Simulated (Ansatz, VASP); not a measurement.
# One calculation of Bi, two programs

```xyz
2
Lattice="2.2730 1.3123 3.9145 -2.2730 1.3123 3.9145 0.0000 -2.6246 3.9145" Properties=species:S:1:pos:R:3 pbc="T T T"
Bi    0.0000    0.0000    2.7467
Bi    0.0000    0.0000    8.9967
```

Change from the starting cell: zz strain of -1 %, crystal datasets.

Alike in both runs: task electric field gradients; functional PBEsol; k mesh 10 × 10 × 10; occupations fermi-dirac, width 0.03 eV; no spin polarisation.

|  | VASP | Ansatz |
| --- | --- | --- |
| version | VASP 6.6.1 | Ansatz 0.2.0 |
| potentials or method | VASP PAW PBE potentials, release 64 (Bi_d), cutoff 520 eV | all-electron PAW with datasets made for the crystal, scalar-relativistic |

```tsv
	VASP	Ansatz	Ansatz less VASP
pressure (GPa)	-0.3	-0.2	+0.08
traceless stress, the component that is largest in VASP (GPa)	0.18	0.18	-0.005
rms of the force components (eV/Å)	0.103	0.100	-0.0031
size of Vzz on the site where it differs most (V/Å²)	35.1	37.1	+1.94
```

VASP's potentials were made for PBE, not for PBEsol. Atom by atom the forces differ by 0.003 eV/Å (rms over components). Ansatz ran all-electron here, and VASP with PAW potentials.

Neither program's run includes spin-orbit coupling.
